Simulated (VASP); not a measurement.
Wanted: the native input for a VASP 6.6.1 run.

* Task: single point
* Functional: PBE
* Potentials or basis: VASP PAW PBE potentials, release 64 (Sc_sv)
* Cutoff: 500 eV
* k mesh: 8 × 8 × 8
* Occupations: tetrahedron
* Spin: no spin polarisation
* Dipole correction: no
* Further INCAR settings: ALGO = Normal; EDIFF = 1e-06; NBANDS = 12

The structure of Sc lies in POSCAR:

```
Sc
1.0
    0.0000000000      2.3268462047      2.3268462047
    2.3268462047      0.0000000000      2.3268462047
    2.3268462047      2.3268462047      0.0000000000
Sc
1
Direct
    0.0000000000      0.0000000000      0.0000000000
```

The input as run:

INCAR

```
PREC     = Accurate       # precision mode
ENCUT    = 500            # plane-wave cutoff, eV
EDIFF    = 1E-6           # SCF threshold, eV
ISMEAR   = -5             # smearing method
SIGMA    = 0.1            # smearing width, eV
LREAL    = False          # projectors in reciprocal space
LASPH    = True           # aspherical terms in the spheres
NELM     = 120            # most SCF steps
ALGO     = Normal         # electronic algorithm
ISIF     = 2              # what is computed and relaxed
LWAVE    = False          # write WAVECAR
LCHARG   = False          # write CHGCAR
GGA      = PE             # functional
NBANDS   = 12             # bands
GGA_COMPAT= False
```

KPOINTS

```
Automatic mesh
0
Gamma
  8 8 8
```

Potentials or basis: VASP PAW PBE potentials, release 64 (Sc_sv).

Command:

```sh
$ cat potpaw_PBE.64/Sc_sv/POTCAR > POTCAR
$ mpirun -np 1 vasp_std > vasp.out
```

It gave:

- Pressure: -1.2 GPa

Caveat: tetrahedron occupations give inexact forces and stress in metals.

Wall time 3 s on 1 thread of Intel(R) Xeon(R) 6975P-C (Granite Rapids), on a shared host, peak memory 0.13 GiB.
